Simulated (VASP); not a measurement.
Crystal: Br.

```xyz
1
Lattice="3.2552 0.0000 0.0000 -1.6276 2.8191 0.0000 0.0000 0.0000 3.0599" Properties=species:S:1:pos:R:3 pbc="T T T"
Br    0.0000    0.0000    0.0000
```

- Program: VASP 6.6.1
- Task: relaxation of cell and atoms
- Functional: PBE
- Potentials or basis: VASP PAW PBE potentials, release 64 (Br)
- Cutoff: 600 eV
- k mesh: 15 × 15 × 14
- Occupations: fermi-dirac, width 0.1 eV
- Spin: no spin polarisation

At the start: pressure 0.2 GPa; volume 28.08 Å³/atom.

Question: How do energy, volume and symmetry change on relaxing?

Answer: Over 25 steps the energy falls by 400.9 meV/atom and the volume is 35.64 Å³/atom (+26.9 %); space group P6/mmm (No. 191, to 0.05 Å).

The path:
```tsv
step	energy change (eV)	largest force (eV/Å)	pressure (GPa)	volume (Å³)
1	0.0000	0.0000	0.22	28.08
2	-0.0825	0.0000	-0.08	28.20
3	-0.3426	0.0000	3.46	28.06
4	-0.3789	0.0000	2.37	30.57
5	-0.3864	0.0000	2.05	32.11
6	-0.3846	0.0000	-1.47	35.03
7	-0.3980	0.0000	0.15	33.45
8	-0.3980	0.0000	0.18	33.42
9	-0.3990	0.0000	0.13	33.80
10	-0.4003	0.0000	0.05	34.55
11	-0.4008	0.0000	-0.06	36.06
12	-0.4009	0.0000	-0.02	35.58
13	-0.4009	0.0000	-0.01	35.62
14	-0.4008	0.0000	-0.04	35.84
15	-0.4009	0.0000	-0.03	35.67
16	-0.4009	0.0000	0.06	35.61
17	-0.4009	0.0000	-0.02	35.65
18	-0.4009	0.0000	-0.03	35.65
19	-0.4009	0.0000	0.02	35.63
20	-0.4009	0.0000	0.00	35.64
21	-0.4009	0.0000	0.01	35.64
22	-0.4009	0.0000	0.00	35.65
23	-0.4009	0.0000	0.00	35.65
24	-0.4009	0.0000	-0.03	35.64
25	-0.4009	0.0000	-0.02	35.64
```

Final structure:
```cif
data_structure
_symmetry_space_group_name_H-M 'P 1'
_symmetry_Int_Tables_number 1
_cell_length_a 3.9794
_cell_length_b 3.9794
_cell_length_c 2.5992
_cell_angle_alpha 90.000
_cell_angle_beta 90.000
_cell_angle_gamma 120.000
_cell_volume 35.64
loop_
_atom_site_label
_atom_site_type_symbol
_atom_site_fract_x
_atom_site_fract_y
_atom_site_fract_z
_atom_site_occupancy
Br1 Br 0.00000 0.00000 0.00000 1
```

Caveat: the volume moved by over 15 % at a fixed basis, so the end points are rough; an odd number of electrons without spin polarisation forces a metal; a magnetic or distorted state may lie lower.
